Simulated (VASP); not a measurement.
Wanted: the native input for a VASP 6.6.1 run.

```
Task                   : relaxation of cell and atoms
Functional             : PBE
Dispersion             : D3(BJ)
Potentials or basis    : VASP PAW PBE potentials, release 64 (Co, Si)
Cutoff                 : 600 eV
k mesh                 : 14 × 14 × 14
Occupations            : gaussian, width 0.1 eV
Spin                   : no spin polarisation
Dipole correction      : no
Further INCAR settings : ALGO = Normal; EDIFF = 1e-06; IBRION = 2; EDIFFG = -0.005; NSW = 100; ISIF = 3
```

The structure of CoSi2 lies in POSCAR:

```
CoSi2
1.0
    0.0000000000      2.6825000000      2.6825000000
    2.6825000000      0.0000000000      2.6825000000
    2.6825000000      2.6825000000      0.0000000000
Co Si
1 2
Direct
    0.0000000000      0.0000000000      0.0000000000
    0.2500000000      0.2500000000      0.2500000000
    0.7500000000      0.7500000000      0.7500000000
```

The input as run:

INCAR

```
ALGO = Normal ; EDIFF = 1E-6
EDIFFG = -0.005 ; ENCUT = 600
GGA = PE ; IBRION = 2
ISIF = 3 ; ISMEAR = 0
IVDW = 12 ; LASPH = T
LCHARG = F ; LREAL = F
LWAVE = F ; NELM = 80
NSW = 100 ; PREC = Accurate
SIGMA = 0.1
```

KPOINTS

```
k-points
0
Gamma
  14 14 14
```

Potentials or basis: VASP PAW PBE potentials, release 64 (Co, Si).

The run is started by

```console
$ cat potpaw_PBE.64/Co/POTCAR potpaw_PBE.64/Si/POTCAR > POTCAR
$ mpirun -np 1 vasp_std > vasp.out
```

Results of the run:

| Property | Result |
| --- | --- |
| Relaxed volume | 12.43 Å³/atom |
| Relaxed cell | a = 3.750 Å, b = 3.750 Å, c = 3.750 Å, α = 60.00°, β = 60.00°, γ = 60.00° |
| Space group after relaxing (to 0.05 Å) | Fm-3m (No. 225) |
| Energy gained by relaxing | 9.1 meV/atom |
| Ionic steps | 5 |
| Pressure after relaxing | 0.0 GPa |
| Dispersion energy per atom | -0.456 eV |

Caveat: pairwise dispersion overbinds metals, which lowers pressure and volume.

It took 100 s on 1 thread of AMD EPYC 9R45 96-Core Processor (Zen 5), with other jobs on the host, peak memory 0.2 GiB.
